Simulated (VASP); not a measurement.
# Se (P3_121) in VASP: notebook

The runs below take Se through single point, with PBE+D3(BJ).

Everything below comes from runs of VASP 6.6.1. Logs are shortened: lines on timing, memory, paths and dates and some standing lists are left out, and cuts for length are marked.

### 1 The cell of the first run

The structure is trigonal, space group P3_121 (No. 152). Conventional cell: a = 4.214 Å, b = 4.214 Å, c = 4.780 Å, α = 90.00°, β = 90.00°, γ = 120.00°. Within 3.1 Å of Se (site symmetry 2) lie 2 Se at 2.32 Å.

### 2 Single point, PBE+D3(BJ) (c/a of the conventional cell at fixed volume 1.1344)

Input file INCAR:

```
SYSTEM = Se
PREC = Accurate ; ENCUT = 520
EDIFF = 1E-6 ; ISMEAR = 0
SIGMA = 0.05 ; LREAL = .FALSE.
LASPH = .TRUE. ; NELM = 60
ALGO = Normal ; ISIF = 2
LWAVE = .FALSE. ; LCHARG = .FALSE.
GGA = PE ; IVDW = 12
NBANDS = 16
```

Input file KPOINTS:

```
Automatic mesh
0
G
  9 9 8
  0 0 0
```

Input file POSCAR:

```
Se
1.0
    4.2135749463      0.0000000000      0.0000000000
   -2.1067874732      3.6490629443      0.0000000000
    0.0000000000      0.0000000000      4.7798794191
Se
3
Direct
    0.2319818075      0.0000000000      0.3333333333
    0.0000000000      0.2319818075      0.6666666667
    0.7680181925      0.7680181925      0.0000000000
```

Potentials or basis: VASP PAW PBE potentials, release 64 (Se).

Run with:

```
$ cat potpaw_PBE.64/Se/POTCAR > POTCAR
$ mpirun -np 1 vasp_std > vasp.out
```

OUTCAR:

```text
SYSTEM = Se
   PREC = Accurate
   ENCUT = 520
   EDIFF = 1E-6
   ISMEAR = 0
   LREAL = .FALSE.
   LASPH = .TRUE.
   NELM = 60
   ISIF = 2
   GGA = PE
   IVDW = 12
 IVDW          = 12

 ion  position               nearest neighbor table
   1  0.232  0.000  0.333-   3 2.32   2 2.32
   2  0.000  0.232  0.667-   3 2.32   1 2.32
   3  0.768  0.768  0.000-   1 2.32   2 2.32

  LATTYP: Found a hexagonal cell.
 ALAT       =     4.2135749463
 C/A-ratio  =     1.1344000000

  Lattice vectors:

 A1 = (   4.2135749463,   0.0000000000,   0.0000000000)
 A2 = (  -2.1067874732,   3.6490629443,   0.0000000000)
 A3 = (   0.0000000000,   0.0000000000,   4.7798794191)

Analysis of symmetry for initial positions (statically):
=====================================================================
 Subroutine PRICEL returns:
 Original cell was already a primitive cell.

 Routine SETGRP: Setting up the symmetry group for a
 hexagonal supercell.

 Subroutine GETGRP returns: Found  6 space group operations
 (whereof  2 operations were pure point group operations)
 out of a pool of 24 trial point group operations.

The static configuration has the point symmetry C_2 .
 The point group associated with its full space group is D_3 .

Analysis of symmetry for dynamics (positions and initial velocities):
=====================================================================
 Subroutine PRICEL returns:
 Original cell was already a primitive cell.

 Routine SETGRP: Setting up the symmetry group for a
 hexagonal supercell.

 Subroutine GETGRP returns: Found  6 space group operations
 (whereof  2 operations were pure point group operations)
 out of a pool of 24 trial point group operations.

The dynamic configuration has the point symmetry C_2 .
 The point group associated with its full space group is D_3 .

 Subroutine INISYM returns: Found  6 space group operations
 (whereof  2 operations are pure point group operations),
 and found     1 'primitive' translations

----------------------------------------------------------------------------------------

                                     Primitive cell

  volume of cell :      73.4935

  direct lattice vectors                    reciprocal lattice vectors
     4.213574946  0.000000000  0.000000000     0.237328163  0.137021479  0.000000000
    -2.106787473  3.649062944  0.000000000     0.000000000  0.274042957  0.000000000
     0.000000000  0.000000000  4.779879419     0.000000000  0.000000000  0.209210298

  length of vectors
     4.213574946  4.213574946  4.779879419     0.274042957  0.274042957  0.209210298

  position of ions in fractional coordinates (direct lattice)
     0.231981807  0.000000000  0.333333333
     0.000000000  0.231981807  0.666666667
     0.768018193  0.768018193  0.000000000

  ion indices of the primitive-cell ions
   primitive index   ion index
                 1           1
                 2           2
                 3           3

----------------------------------------------------------------------------------------

 KPOINTS: Automatic mesh

Automatic generation of k-mesh.
 Grid dimensions read from file:
 generate k-points for:    9    9    8

 Generating k-lattice:

  Cartesian coordinates                     Fractional coordinates (reciprocal lattice)
     0.026369796  0.015224609  0.000000000     0.111111111 -0.000000000  0.000000000
     0.000000000  0.030449217  0.000000000     0.000000000  0.111111111  0.000000000
     0.000000000  0.000000000  0.026151287     0.000000000  0.000000000  0.125000000

  Length of vectors
     0.030449217  0.030449217  0.026151287

  Shift w.r.t. Gamma in fractional coordinates (k-lattice)
     0.000000000  0.000000000  0.000000000

 Subroutine IBZKPT returns following result:
 ===========================================

 Found     81 irreducible k-points:

 Following reciprocal coordinates:
            Coordinates               Weight
  0.000000  0.000000  0.000000      1.000000
  0.111111 -0.000000  0.000000      6.000000
  0.222222 -0.000000  0.000000      6.000000
  0.333333 -0.000000  0.000000      6.000000
  0.444444 -0.000000  0.000000      6.000000
  0.111111  0.111111  0.000000      6.000000
[... 16 lines left out ...]
  0.222222  0.111111  0.125000     12.000000
 -0.111111  0.333333  0.125000     12.000000
 [... further k-points ...]
   k-points           NKPTS =     81   k-points in BZ     NKDIM =     81   number of bands    NBANDS=     16
   number of dos      NEDOS =    301   number of ions     NIONS =      3
   total plane-waves  NPLWV =  36864
   dimension x,y,z NGX =    32 NGY =   32 NGZ =   36
   dimension x,y,z NGXF=    64 NGYF=   64 NGZF=   72
   ions per type =               3
   NGX,Y,Z   is equivalent  to a cutoff of  12.63, 12.63, 12.52 a.u.
   NGXF,Y,Z  is equivalent  to a cutoff of  25.25, 25.25, 25.04 a.u.
 SYSTEM =  Se
   PREC   = accura    normal or accurate (medium, high low for compatibility)
   ISTART =      0    job   : 0-new  1-cont  2-samecut
   ICHARG =      2    charge: 1-file 2-atom 10-const
   ISPIN  =      1    spin polarized calculation?
   LNONCOLLINEAR =      F non collinear calculations
   LSORBIT =      F    spin-orbit coupling
   LASPH  =      T    aspherical Exc in radial PAW
   ENCUT  =  520.0 eV  38.22 Ry    6.18 a.u.   7.83  7.83  8.89*2*pi/ulx,y,z
   NELM   =     60;   NELMIN=  2; NELMDL= -5     # of ELM steps
   EDIFF  = 0.1E-05   stopping-criterion for ELM
   LREAL  =      F    real-space projection
   EDIFFG = 0.1E-04   stopping-criterion for IOM
   NSW    =      0    number of steps for IOM
   IBRION =     -1    ionic relax: 0-MD 1-quasi-New 2-CG
   NFREE  =      0    steps in history (QN), initial steepest desc. (CG)
   ISIF   =      2    stress and relaxation
   ISYM   =      2    0-nonsym 1-usesym 2-fastsym
   POTIM  = 0.5000    time-step for ionic-motion
   TEBEG  =    0.0;   TEEND  =   0.0 temperature during run
   PSTRESS=    0.0 pullay stress
   NELECT =      18.0000    total number of electrons
   NUPDOWN=      -1.0000    fix difference up-down
   EMIN   =  10.00;   EMAX   =-10.00  energy-range for DOS
   EFERMI =   0.00;   METHOD = LEGACY
   ISMEAR =     0;   SIGMA  =   0.05  broadening in eV -4-tet -1-fermi 0-gaus
   EFERMI_NEDOS =   21; number of points for ismear=-14 and -15
   IALGO  =     38    algorithm
   IMIX   =      4    mixing-type and parameters
     AMIX     =   0.40;   BMIX     =  1.00
     AMIX_MAG =   1.60;   BMIX_MAG =  1.00
  volume/ion in A,a.u.               =      24.50       165.32
  Fermi-wavevector in a.u.,A,eV,Ry     =   1.024274  1.935597 14.274368  1.049136
  Thomas-Fermi vector in A             =   2.158052
   LORBIT       =      0    0 simple, 1 ext, 2 COOP (PROOUT), +10 PAW based schemes
   GGA     = PE    functional components
   LHFCALC =     F    Hartree Fock is set to
   AEXX    =    0.0000 exact exchange contribution
   IVDW    =    12    specifies the selected vdW correction
   LEPSILON=     F    determine dielectric tensor
   LRPA    =     F    only Hartree local field effects (RPA)
 non-spin polarized calculation
 Gauss-broadening in eV      SIGMA  =   0.05
  energy-cutoff  :      520.00
  volume of cell :       73.49
 maximum number of plane-waves:      2001
   NGX = 15   NGY = 15   NGZ = 17

 number of electron      17.9999999 magnetization

 Free energy of the ion-electron system (eV)
  ---------------------------------------------------
  ext. energy  EPLUGINS =         0.00000000
  ---------------------------------------------------
  free energy    TOTEN  =       -10.24085694 eV

  energy without entropy =      -10.24085694  energy(sigma->0) =      -10.24085694

 E-fermi :   4.1581     XC(G=0):  -9.3399

 val. band max:        3.8842819083   @ k =   0.4444   0.1111   0.5000
 cond. band min:       4.7887483969   @ k =   0.0000   0.0000   0.5000
 fundamental gap:      0.9044664886
 Fermi energy:         4.1581295556

 k-point     1 :       0.0000    0.0000    0.0000
  band No.  band energies     occupation
      1     -12.7891      2.00000
      2      -8.1530      2.00000
      3      -8.1530      2.00000
      4      -0.4820      2.00000
      5      -0.2230      2.00000
      6      -0.2230      2.00000
[... 8 lines left out ...]
     15      10.3541      0.00000
     16      12.1166      0.00000

 k-point     2 :       0.1111   -0.0000    0.0000
  band No.  band energies     occupation
      1     -12.7273      2.00000
      2      -8.2087      2.00000
      3      -8.1445      2.00000
      4      -0.9443      2.00000
      5      -0.4676      2.00000
      6      -0.1375      2.00000
[... 8 lines left out ...]
     15      10.9227      0.00000
     16      12.0167      0.00000

 k-point     3 :       0.2222   -0.0000    0.0000
  band No.  band energies     occupation
      1     -12.5588      2.00000
      2      -8.3764      2.00000
      3      -8.1226      2.00000
      4      -1.5125      2.00000
      5      -0.8528      2.00000
      6      -0.2360      2.00000
[... 8 lines left out ...]
     15      11.6170      0.00000
     16      12.4496      0.00000

 k-point     4 :       0.3333   -0.0000    0.0000
  band No.  band energies     occupation
      1     -12.3397      2.00000
      2      -8.6193      2.00000
      3      -8.0966      2.00000
      4      -1.8270      2.00000
      5      -1.1707      2.00000
      6      -0.3150      2.00000
[... 8 lines left out ...]
     15      12.2762      0.00000
     16      13.4952      0.00000
[... 324 lines left out ...]
 k-point    22 :       0.1111    0.1111    0.1250
  band No.  band energies     occupation
      1     -12.5311      2.00000
      2      -9.0869      2.00000
      3      -7.4038      2.00000
      4      -1.3185      2.00000
      5      -0.9440      2.00000
      6      -0.0019      2.00000
[... 8 lines left out ...]
     15      11.3767      0.00000
     16      12.2550      0.00000

 k-point    23 :       0.2222    0.1111    0.1250
  band No.  band energies     occupation
      1     -12.3380      2.00000
      2      -9.0842      2.00000
      3      -7.6294      2.00000
      4      -1.6807      2.00000
      5      -1.2089      2.00000
      6       0.0172      2.00000
[... 8 lines left out ...]
     15      11.8886      0.00000
     16      12.5945      0.00000

 k-point    24 :      -0.1111    0.3333    0.1250
  band No.  band energies     occupation
      1     -12.3365      2.00000
      2      -9.1138      2.00000
      3      -7.5759      2.00000
      4      -1.7679      2.00000
      5      -1.2998      2.00000
      6      -0.1211      2.00000
[... 8 lines left out ...]
     15      12.3713      0.00000
     16      13.2300      0.00000

 [... further k-points ...]

------------------------ aborting loop because EDIFF is reached ----------------------------------------

 Edisp (eV)   -1.06456

 E8    (eV) :    -0.4392

  FORCE on cell =-STRESS in cart. coord.  units (eV):
  Direction    XX          YY          ZZ          XY          YZ          ZX
  --------------------------------------------------------------------------------------
  -------------------------------------------------------------------------------------
  Total       2.14443     2.14443     4.65387    -0.00000    -0.00000     0.00000
  in kB      46.74907    46.74907   101.45548    -0.00000    -0.00000     0.00000
  external pressure =       64.98 kB  Pullay stress =        0.00 kB

 VOLUME and BASIS-vectors are now :
 -----------------------------------------------------------------------------
  energy-cutoff  :      520.00
  volume of cell :       73.49
      direct lattice vectors                 reciprocal lattice vectors
     4.213574946  0.000000000  0.000000000     0.237328163  0.137021479  0.000000000
    -2.106787473  3.649062944  0.000000000     0.000000000  0.274042957  0.000000000
     0.000000000  0.000000000  4.779879419     0.000000000  0.000000000  0.209210298

 POSITION                                       TOTAL-FORCE (eV/Angst)
 -----------------------------------------------------------------------------------
      0.97747      0.00000      1.59329         1.151374     -0.000000      0.000000
     -0.48874      0.84652      3.18659        -0.575687      0.997119      0.000000
      1.61805      2.80255      0.00000        -0.575687     -0.997119      0.000000
 -----------------------------------------------------------------------------------
    total drift:                               -0.000000     -0.000000      0.000000

  FREE ENERGIE OF THE ION-ELECTRON SYSTEM (eV)
  ---------------------------------------------------
  free  energy   TOTEN  =       -11.3054166921 eV

  energy  without entropy=      -11.3054166921  energy(sigma->0) =      -11.30541669
```

Wall time 2.3 min (1 thread of AMD EPYC 7R13, shared host); peak memory 0.21 GiB.

Results:

- Free energy: -11.3054 eV
- Pressure: 6.5 GPa
- Largest force: 1.151 eV/Å
- Band gap on the k mesh: 0.90 eV, indirect (least direct gap 1.42 eV)
- Dispersion energy per atom: -0.355 eV

Forces in eV/Å, atoms in the order of the input:
```
Se   1.151  0.000  0.000
Se  -0.576  0.997  0.000
Se  -0.576 -0.997  0.000
```

Stress tensor (GPa, compression positive):
```
 4.67  0.00  0.00
 0.00  4.67  0.00
 0.00  0.00 10.15
```

Caveat: forces of over 1 eV/Å act on the atoms, so gaps and moduli don't describe the material at rest. A k mesh can miss the band edges.

(Continued in part 2 of 2.)
